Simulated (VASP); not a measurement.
## AlRu (rocksalt type): single point with LDA

AlRu (rocksalt type):

```
Ru Al
1.0
     0.00000    2.10694    2.10694
     2.10694    0.00000    2.10694
     2.10694    2.10694    0.00000
Ru Al
1 1
Direct
  0.00000 0.00000 0.00000
  0.50000 0.50000 0.50000
```

This cell differs from its parent crystal: volume scaled by 0.64.

- Program: VASP 6.6.1
- Task: single point
- Functional: LDA
- Potentials or basis: VASP PAW LDA potentials, release 64 (Ru_pv, Al)
- Cutoff: 520 eV
- k mesh: 14 × 14 × 14
- Occupations: fermi-dirac, width 0.05 eV
- Spin: no spin polarisation
- Dipole correction: no
- Further INCAR settings: ALGO = Normal; EDIFF = 1e-07; NBANDS = 16

The pressure is 190.8 GPa.

Levels at points of the mesh, in eV from the Fermi level:
| k point | band 7 | band 8 | band 9 | band 10 | band 11 | band 12 |
| --- | --- | --- | --- | --- | --- | --- |
| (0.00, 0.00, 0.00) | -4.64 | -3.65 | -3.65 | 9.38 | 9.38 | 9.38 |
| (0.50, 0.00, 0.00) | -4.98 | -0.77 | -0.77 | 3.12 | 8.11 | 9.41 |
| (0.50, 0.50, 0.00) | -2.06 | 0.06 | 0.06 | 3.69 | 3.69 | 4.37 |

Wall time 30 s on 1 thread of Intel Xeon 8259CL, on a shared host, peak memory 0.15 GiB.
